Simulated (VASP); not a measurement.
# SnO2 (R3m) in VASP: further runs

Runs on SnO2. Level: PBE+D3(BJ). Tasks: single point, relaxation of cell and atoms.

Program: VASP 6.6.1. These are calculated values, not measurements. Logs are shortened: lines on timing, memory, paths and dates and some standing lists are left out, and cuts for length are marked.

### Step 1. The cell of the first run

Symmetry: R3m, No. 160, trigonal system. The conventional cell has a = 3.472 Å, b = 3.472 Å, c = 15.643 Å, α = 90.00°, β = 90.00°, γ = 120.00°. Within 2.5 Å of Sn (site symmetry 3m) lie 4 O at 1.86 to 2.12 Å. Within 2.8 Å of O (site symmetry 3m) lie 3 Sn at 2.12 Å and 1 O at 2.65 Å. Within 2.5 Å of O (site symmetry 3m) lie 1 Sn at 1.86 Å.

### Step 2. Single point, PBE+D3(BJ)

INCAR

```
SYSTEM = SnO2
PREC = Accurate
ENCUT = 520
EDIFF = 1E-6
ISMEAR = 0
SIGMA = 0.1
LREAL = .FALSE.
LASPH = .TRUE.
NELM = 80
ALGO = Normal
ISIF = 2
LWAVE = .FALSE.
LCHARG = .TRUE.
GGA = PE
IVDW = 12
LELF = .TRUE.
LVHAR = .TRUE.
NBANDS = 20
```

KPOINTS

```
regular mesh
0
G
  6 6 6
  0 0 0
```

POSCAR

```
SnO2
1.0
    1.7360907847      1.0023324819      5.2143151823
   -1.7360907847      1.0023324819      5.2143151823
    0.0000000000     -2.0046649638      5.2143151823
Sn O
1 2
Direct
    0.2059389865      0.2059389865      0.2059389865
    0.4943298906      0.4943298906      0.4943298906
    0.3250340528      0.3250340528      0.3250340528
```

Potentials or basis: VASP PAW PBE potentials, release 64 (Sn_d, O).

Run with:

```bash
> cat potpaw_PBE.64/Sn_d/POTCAR potpaw_PBE.64/O/POTCAR > POTCAR
> mpirun -np 1 vasp_std > vasp.out
```

OUTCAR:

```text
SYSTEM = SnO2
   PREC = Accurate
   ENCUT = 520
   EDIFF = 1E-6
   ISMEAR = 0
   LREAL = .FALSE.
   LASPH = .TRUE.
   NELM = 80
   ISIF = 2
   GGA = PE
   IVDW = 12
 IVDW          = 12

 ion  position               nearest neighbor table
   1  0.206  0.206  0.206-   3 1.86   2 2.12   2 2.12   2 2.12
   2  0.494  0.494  0.494-   1 2.12   1 2.12   1 2.12
   3  0.325  0.325  0.325-   1 1.86

  LATTYP: Found a trigonal (rhomboedric) cell.
 ALAT       =     5.5863910029
 COS(alpha) =     0.8068422223

  Lattice vectors:

 A1 = (   1.7360907847,   1.0023324819,   5.2143151823)
 A2 = (  -1.7360907847,   1.0023324819,   5.2143151823)
 A3 = (   0.0000000000,  -2.0046649638,   5.2143151823)

Analysis of symmetry for initial positions (statically):
=====================================================================
 Subroutine PRICEL returns:
 Original cell was already a primitive cell.

 Routine SETGRP: Setting up the symmetry group for a
 trigonal (rhombohedral) supercell.

 Subroutine GETGRP returns: Found  6 space group operations
 (whereof  6 operations were pure point group operations)
 out of a pool of 12 trial point group operations.

The static configuration has the point symmetry C_3v.

Analysis of symmetry for dynamics (positions and initial velocities):
=====================================================================
 Subroutine PRICEL returns:
 Original cell was already a primitive cell.

 Routine SETGRP: Setting up the symmetry group for a
 trigonal (rhombohedral) supercell.

 Subroutine GETGRP returns: Found  6 space group operations
 (whereof  6 operations were pure point group operations)
 out of a pool of 12 trial point group operations.

The dynamic configuration has the point symmetry C_3v.

 Subroutine INISYM returns: Found  6 space group operations
 (whereof  6 operations are pure point group operations),
 and found     1 'primitive' translations

----------------------------------------------------------------------------------------

                                     Primitive cell

  volume of cell :      54.4418

  direct lattice vectors                    reciprocal lattice vectors
     1.736090785  1.002332482  5.214315182     0.288003372  0.166278824  0.063926579
    -1.736090785  1.002332482  5.214315182    -0.288003372  0.166278824  0.063926579
     0.000000000 -2.004664964  5.214315182     0.000000000 -0.332557649  0.063926579

  length of vectors
     5.586391003  5.586391003  5.586391003     0.338646124  0.338646124  0.338646124

  position of ions in fractional coordinates (direct lattice)
     0.205938987  0.205938987  0.205938987
     0.494329891  0.494329891  0.494329891
     0.325034053  0.325034053  0.325034053

  ion indices of the primitive-cell ions
   primitive index   ion index
                 1           1
                 2           2
                 3           3

----------------------------------------------------------------------------------------

 KPOINTS: regular mesh

Automatic generation of k-mesh.
 Grid dimensions read from file:
 generate k-points for:    6    6    6

 Generating k-lattice:

  Cartesian coordinates                     Fractional coordinates (reciprocal lattice)
     0.048000562  0.027713137  0.010654430     0.166666667  0.000000000 -0.000000000
    -0.048000562  0.027713137  0.010654430     0.000000000  0.166666667 -0.000000000
     0.000000000 -0.055426275  0.010654430    -0.000000000 -0.000000000  0.166666667

  Length of vectors
     0.056441021  0.056441021  0.056441021

  Shift w.r.t. Gamma in fractional coordinates (k-lattice)
     0.000000000  0.000000000  0.000000000

 Subroutine IBZKPT returns following result:
 ===========================================

 Found     32 irreducible k-points:

 Following reciprocal coordinates:
            Coordinates               Weight
  0.000000  0.000000  0.000000      1.000000
  0.166667 -0.000000  0.000000      6.000000
  0.333333 -0.000000 -0.000000      6.000000
  0.500000 -0.000000 -0.000000      3.000000
  0.166667  0.166667  0.000000      6.000000
  0.333333  0.166667 -0.000000     12.000000
[... 16 lines left out ...]
  0.500000  0.500000  0.166667      6.000000
 -0.333333  0.500000  0.166667     12.000000
 [... further k-points ...]
   k-points           NKPTS =     32   k-points in BZ     NKDIM =     32   number of bands    NBANDS=     20
   number of dos      NEDOS =    301   number of ions     NIONS =      3
   total plane-waves  NPLWV =  74088
   dimension x,y,z NGX =    42 NGY =   42 NGZ =   42
   dimension x,y,z NGXF=    84 NGYF=   84 NGZF=   84
   ions per type =               1   2
   NGX,Y,Z   is equivalent  to a cutoff of  12.50, 12.50, 12.50 a.u.
   NGXF,Y,Z  is equivalent  to a cutoff of  25.00, 25.00, 25.00 a.u.
 SYSTEM =  SnO2
   PREC   = accura    normal or accurate (medium, high low for compatibility)
   ISTART =      0    job   : 0-new  1-cont  2-samecut
   ICHARG =      2    charge: 1-file 2-atom 10-const
   ISPIN  =      1    spin polarized calculation?
   LNONCOLLINEAR =      F non collinear calculations
   LSORBIT =      F    spin-orbit coupling
   LASPH  =      T    aspherical Exc in radial PAW
   ENCUT  =  520.0 eV  38.22 Ry    6.18 a.u.  10.39 10.39 10.39*2*pi/ulx,y,z
   NELM   =     80;   NELMIN=  2; NELMDL= -5     # of ELM steps
   EDIFF  = 0.1E-05   stopping-criterion for ELM
   LREAL  =      F    real-space projection
   EDIFFG = 0.1E-04   stopping-criterion for IOM
   NSW    =      0    number of steps for IOM
   IBRION =     -1    ionic relax: 0-MD 1-quasi-New 2-CG
   NFREE  =      0    steps in history (QN), initial steepest desc. (CG)
   ISIF   =      2    stress and relaxation
   ISYM   =      2    0-nonsym 1-usesym 2-fastsym
   POTIM  = 0.5000    time-step for ionic-motion
   TEBEG  =    0.0;   TEEND  =   0.0 temperature during run
   PSTRESS=    0.0 pullay stress
   NELECT =      26.0000    total number of electrons
   NUPDOWN=      -1.0000    fix difference up-down
   EMIN   =  10.00;   EMAX   =-10.00  energy-range for DOS
   EFERMI =   0.00;   METHOD = LEGACY
   ISMEAR =     0;   SIGMA  =   0.10  broadening in eV -4-tet -1-fermi 0-gaus
   EFERMI_NEDOS =   21; number of points for ismear=-14 and -15
   IALGO  =     38    algorithm
   IMIX   =      4    mixing-type and parameters
     AMIX     =   0.40;   BMIX     =  1.00
     AMIX_MAG =   1.60;   BMIX_MAG =  1.00
  volume/ion in A,a.u.               =      18.15       122.46
  Fermi-wavevector in a.u.,A,eV,Ry     =   1.279642  2.418172 22.279305  1.637483
  Thomas-Fermi vector in A             =   2.412115
   LORBIT       =      0    0 simple, 1 ext, 2 COOP (PROOUT), +10 PAW based schemes
   GGA     = PE    functional components
   LHFCALC =     F    Hartree Fock is set to
   AEXX    =    0.0000 exact exchange contribution
   IVDW    =    12    specifies the selected vdW correction
   LEPSILON=     F    determine dielectric tensor
   LRPA    =     F    only Hartree local field effects (RPA)
 non-spin polarized calculation
 Gauss-broadening in eV      SIGMA  =   0.10
  energy-cutoff  :      520.00
  volume of cell :       54.44
 maximum number of plane-waves:      1490
 NGX is ok and might be reduce to    42
   NGX = 21   NGY = 21   NGZ = 21

 number of electron      26.0000001 magnetization

 Free energy of the ion-electron system (eV)
  ---------------------------------------------------
  ext. energy  EPLUGINS =         0.00000000
  ---------------------------------------------------
  free energy    TOTEN  =       -15.48992663 eV

  energy without entropy =      -15.48157120  energy(sigma->0) =      -15.48574891

 E-fermi :   2.5278     XC(G=0):  -8.9552

 val. band max:        2.5009332877   @ k =   0.5000   0.5000   0.5000
 cond. band min:       2.6055772274   @ k =   0.1667  -0.0000   0.0000
 fundamental gap:      0.1046439397
 Fermi energy:         2.5277664416

 k-point     1 :       0.0000    0.0000    0.0000
  band No.  band energies     occupation
      1     -19.5066      2.00000
      2     -19.1205      2.00000
      3     -19.1205      2.00000
      4     -18.8438      2.00000
      5     -18.8438      2.00000
      6     -16.9573      2.00000
[... 12 lines left out ...]
     19      15.1000      0.00000
     20      17.0846      0.00000

 k-point     2 :       0.1667   -0.0000    0.0000
  band No.  band energies     occupation
      1     -19.5039      2.00000
      2     -19.1819      2.00000
      3     -19.0853      2.00000
      4     -18.8757      2.00000
      5     -18.8480      2.00000
      6     -16.6888      2.00000
[... 12 lines left out ...]
     19      15.0605      0.00000
     20      16.5505      0.00000

 k-point     3 :       0.3333   -0.0000   -0.0000
  band No.  band energies     occupation
      1     -19.5409      2.00000
      2     -19.2526      2.00000
      3     -19.0141      2.00000
      4     -18.9160      2.00000
      5     -18.8559      2.00000
      6     -16.1280      2.00000
[... 12 lines left out ...]
     19      13.6521      0.00000
     20      15.4302      0.00000

 k-point     4 :       0.5000   -0.0000   -0.0000
  band No.  band energies     occupation
      1     -19.5804      2.00000
      2     -19.2612      2.00000
      3     -18.9784      2.00000
      4     -18.9313      2.00000
      5     -18.8594      2.00000
      6     -15.8189      2.00000
[... 12 lines left out ...]
     19      13.5695      0.00000
     20      15.5676      0.00000

 k-point     5 :       0.1667    0.1667    0.0000
  band No.  band energies     occupation
      1     -19.5047      2.00000
      2     -19.1813      2.00000
      3     -19.0853      2.00000
      4     -18.8757      2.00000
      5     -18.8479      2.00000
      6     -16.6840      2.00000
[... 12 lines left out ...]
     19      14.9513      0.00000
     20      16.7266      0.00000

 k-point     6 :       0.3333    0.1667   -0.0000
  band No.  band energies     occupation
      1     -19.5191      2.00000
      2     -19.2441      2.00000
      3     -19.0396      2.00000
      4     -18.9033      2.00000
      5     -18.8574      2.00000
      6     -16.2651      2.00000
[... 12 lines left out ...]
     19      14.0153      0.00000
     20      15.3887      0.00000

 k-point     7 :       0.5000    0.1667   -0.0000
  band No.  band energies     occupation
      1     -19.5552      2.00000
      2     -19.2714      2.00000
      3     -19.0042      2.00000
      4     -18.9170      2.00000
      5     -18.8691      2.00000
      6     -15.8122      2.00000
[... 12 lines left out ...]
     19      14.1028      0.00000
     20      15.3680      0.00000
[... 277 lines left out ...]
 k-point    20 :       0.5000    0.3333    0.1667
  band No.  band energies     occupation
      1     -19.5228      2.00000
      2     -19.2408      2.00000
      3     -19.0395      2.00000
      4     -18.9031      2.00000
      5     -18.8573      2.00000
      6     -16.2427      2.00000
[... 12 lines left out ...]
     19      14.2536      0.00000
     20      15.6088      0.00000

 k-point    21 :      -0.3333    0.3333    0.1667
  band No.  band energies     occupation
      1     -19.5576      2.00000
      2     -19.2687      2.00000
      3     -19.0041      2.00000
      4     -18.9171      2.00000
      5     -18.8690      2.00000
      6     -15.8003      2.00000
[... 12 lines left out ...]
     19      14.6529      0.00000
     20      15.9021      0.00000

 k-point    22 :      -0.1667    0.3333    0.1667
  band No.  band energies     occupation
      1     -19.5557      2.00000
      2     -19.2705      2.00000
      3     -19.0043      2.00000
      4     -18.9172      2.00000
      5     -18.8690      2.00000
      6     -15.8138      2.00000
[... 12 lines left out ...]
     19      14.1342      0.00000
     20      15.8356      0.00000

 k-point    23 :       0.5000    0.5000    0.1667
  band No.  band energies     occupation
      1     -19.5473      2.00000
      2     -19.2459      2.00000
      3     -19.0141      2.00000
      4     -18.9162      2.00000
      5     -18.8557      2.00000
      6     -16.0955      2.00000
[... 12 lines left out ...]
     19      15.3502      0.00000
     20      15.7109      0.00000

 k-point    24 :      -0.3333    0.5000    0.1667
  band No.  band energies     occupation
      1     -19.5590      2.00000
      2     -19.2669      2.00000
      3     -19.0042      2.00000
      4     -18.9173      2.00000
      5     -18.8689      2.00000
      6     -15.7950      2.00000
[... 12 lines left out ...]
     19      15.1650      0.00000
     20      16.4584      0.00000

 [... further k-points ...]

------------------------ aborting loop because EDIFF is reached ----------------------------------------

 Edisp (eV)   -0.43910

 E8    (eV) :    -0.1723

  FORCE on cell =-STRESS in cart. coord.  units (eV):
  Direction    XX          YY          ZZ          XY          YZ          ZX
  --------------------------------------------------------------------------------------
  -------------------------------------------------------------------------------------
  Total      -0.04034    -0.04034     0.18184     0.00000    -0.00000     0.00000
  in kB      -1.18713    -1.18713     5.35153     0.00000    -0.00000     0.00000
  external pressure =        0.99 kB  Pullay stress =        0.00 kB

 VOLUME and BASIS-vectors are now :
 -----------------------------------------------------------------------------
  energy-cutoff  :      520.00
  volume of cell :       54.44
      direct lattice vectors                 reciprocal lattice vectors
     1.736090785  1.002332482  5.214315182     0.288003372  0.166278824  0.063926579
    -1.736090785  1.002332482  5.214315182    -0.288003372  0.166278824  0.063926579
     0.000000000 -2.004664964  5.214315182     0.000000000 -0.332557649  0.063926579

 POSITION                                       TOTAL-FORCE (eV/Angst)
 -----------------------------------------------------------------------------------
      0.00000      0.00000      3.22149         0.000000     -0.000000     -0.135045
      0.00000      0.00000      7.73278         0.000000      0.000000     -0.047437
      0.00000      0.00000      5.08449         0.000000      0.000000      0.182483
 -----------------------------------------------------------------------------------
    total drift:                                0.000000     -0.000000     -0.000064

  FREE ENERGIE OF THE ION-ELECTRON SYSTEM (eV)
  ---------------------------------------------------
  free  energy   TOTEN  =       -15.9290233753 eV

  energy  without entropy=      -15.9206679521  energy(sigma->0) =      -15.92484566
```

Run time: 69 s. Hardware: 1 thread of Intel Xeon Platinum 8488C (Sapphire Rapids), shared host; peak memory 0.26 GiB.

Results:

```
Free energy                : -15.9290 eV
Pressure                   : 0.1 GPa
Largest force              : 0.182 eV/Å
Band gap on the k mesh     : zero (bands 13 and 14 overlap by 0.04 eV)
Dispersion energy per atom : -0.146 eV
```

Forces on the atoms (eV/Å):
```
Sn   0.000  0.000 -0.135
O    0.000  0.000 -0.047
O    0.000  0.000  0.182
```

Caveat: semilocal functionals underestimate gaps, and a narrow one can read as zero; spin-orbit coupling is left out, which moves the levels of the heavy elements.

### Step 3. Single point, PBE+D3(BJ)

This run uses another cell than the first one, of 20.58 Å³/atom.

INCAR

```
SYSTEM = SnO2
PREC     = Accurate       ! precision mode
ENCUT    = 520            ! plane-wave cutoff, eV
EDIFF    = 1E-6           ! SCF threshold, eV
ISMEAR   = 0              ! smearing method
SIGMA    = 0.1            ! smearing width, eV
LREAL    = .False.        ! projectors in reciprocal space
LASPH    = .True.         ! aspherical terms in the spheres
NELM     = 60             ! most SCF steps
ALGO     = Normal         ! electronic algorithm
ISIF     = 2              ! what is computed and relaxed
LWAVE    = .False.        ! write WAVECAR
LCHARG   = .False.        ! write CHGCAR
GGA      = PE             ! functional
IVDW     = 12             ! dispersion correction
NBANDS   = 20             ! bands
```

KPOINTS

```
regular mesh
0
Gamma
  6 6 6
  0 0 0
```

POSCAR

```
SnO2
1.0
    1.8023104400      1.0405644200      5.4876249300
   -1.8023104400      1.0405644200      5.4876249300
    0.0000000000     -2.0811288400      5.4876249300
Sn O
1 2
Direct
    0.2000977300      0.2000977300      0.2000977300
    0.4918718700      0.4918718700      0.4918718700
    0.3333333300      0.3333333300      0.3333333300
```

Potentials or basis: VASP PAW PBE potentials, release 64 (Sn_d, O).

Run with:

```bash
> cat potpaw_PBE.64/Sn_d/POTCAR potpaw_PBE.64/O/POTCAR > POTCAR
> mpirun -np 1 vasp_std > vasp.out
```

Run time: 83 s. Hardware: 1 thread of Intel Xeon Platinum 8488C (Sapphire Rapids), shared host; peak memory 0.3 GiB.

Results (log left out):

* Free energy: -15.0953 eV
* Pressure: -10.6 GPa
* Largest force: 3.450 eV/Å
* Band gap on the k mesh: zero (bands 13 and 14 overlap by 0.07 eV)
* Dispersion energy per atom: -0.128 eV

Forces on the atoms (eV/Å):
```
Sn   0.000  0.000  2.706
O    0.000  0.000  0.743
O    0.000  0.000 -3.450
```

Stress tensor (GPa, compression positive):
```
 -5.25   0.00   0.00
  0.00  -5.25   0.00
  0.00   0.00 -21.37
```

Levels at points of the mesh, in eV from the Fermi level:
```csv
k point,band 11,band 12,band 13,band 14,band 15,band 16
"(0.00, 0.00, 0.00)",-2.38,-0.89,0.05,0.05,4.57,6.47
"(0.50, 0.00, 0.00)",-1.73,-0.97,-0.14,0.76,2.82,5.91
"(0.50, 0.50, 0.00)",-2.48,-1.03,-0.09,1.22,2.69,5.76
"(0.50, 0.50, 0.50)",-2.94,-0.64,0.07,0.07,3.93,6.44
```

Caveat: the stress differs along the axes, from -21 to -5 GPa; semilocal functionals underestimate gaps, and a narrow one can read as zero; spin-orbit coupling is left out, which moves the levels of the heavy elements; forces of over 1 eV/Å act on the atoms, so gaps and moduli don't describe the material at rest.

(Continued in part 2 of 2.)

The gap in the log of VASP goes by the Fermi energy; the results here count the filled bands.